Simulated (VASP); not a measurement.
Here is a VASP 6.6.1 calculation.

File INCAR:

```
SYSTEM = Pd
ALGO = Normal ; EDIFF = 1E-6
ENCUT = 520 ; GGA = PE
ISIF = 2 ; ISMEAR = -1
LASPH = .TRUE. ; LCHARG = .FALSE.
LREAL = Auto ; LWAVE = .FALSE.
NBANDS = 99 ; NELM = 100
PREC = Accurate ; SIGMA = 0.1
```

KPOINTS

```
k-points
0
G
  3 3 1
  0 0 0
```

POSCAR

```
Pd
1.0
    5.5012910000      0.0000000000      0.0000000000
    2.7506450000      4.7642580000      0.0000000000
    0.0000000000      0.0000000000     19.7376780000
Pd
17
Direct
    0.0000000000      0.0000000000      0.0506645209
    0.4999917292      0.0000000000      0.0506645209
   -0.0000010465      0.4999939130      0.0506645209
    0.5000088603      0.4999939130      0.0506645209
    0.1981910505      0.1668675374      0.1675070391
    0.6978223504      0.1622078401      0.1679630198
    0.1949200496      0.6690023924      0.1711599510
    0.7136468876      0.6529453275      0.1671827861
   -0.1256182298      0.3369254982      0.2881747286
    0.3696033118      0.3293062634      0.2909055462
   -0.1357434727      0.8388084776      0.2982265695
    0.3648261305      0.8339808633      0.2798201491
   -0.0337878580      0.0604501268      0.4125257287
    0.4766290003      0.0312745447      0.4120545487
   -0.0369657510      0.5565819483      0.4099621040
    0.4999111232      0.5393074850      0.4044244718
    0.1746320851      0.7022709517      0.5112151490
```

Potentials or basis: VASP PAW PBE potentials, release 64 (Pd).

Run with:

```bash
$ cat potpaw_PBE.64/Pd/POTCAR > POTCAR
$ mpirun -np 1 vasp_std > vasp.out
```

**Question.** Predict the band gap on the k mesh.

**Answer.** Zero (band 85 reaches 2.47 eV, above the bottom of band 86 at 2.04 eV).

**Question.** Estimate the largest force.

**Answer.** 1.290 eV/Å.

Forces in eV/Å, atoms in the order of the input:
```
Pd   0.082 -0.073  0.127
Pd   0.111 -0.048  0.073
Pd   0.163 -0.021 -0.010
Pd   0.035 -0.003  0.189
Pd   0.034 -0.153  0.082
Pd  -0.044  0.060  0.457
Pd   0.003 -0.270 -0.224
Pd  -0.507  0.499  0.316
Pd  -0.416 -0.029  0.092
Pd   0.037  0.246 -0.237
Pd   0.064  0.221 -1.269
Pd   0.234  0.033  0.851
Pd   0.380 -0.253 -0.275
Pd   0.007  0.807 -0.164
Pd   0.674 -0.978  0.343
Pd  -0.901  0.046 -0.149
Pd   0.044 -0.082 -0.199
```

Caveat: the k points lie up to 0.44 Å⁻¹ apart.
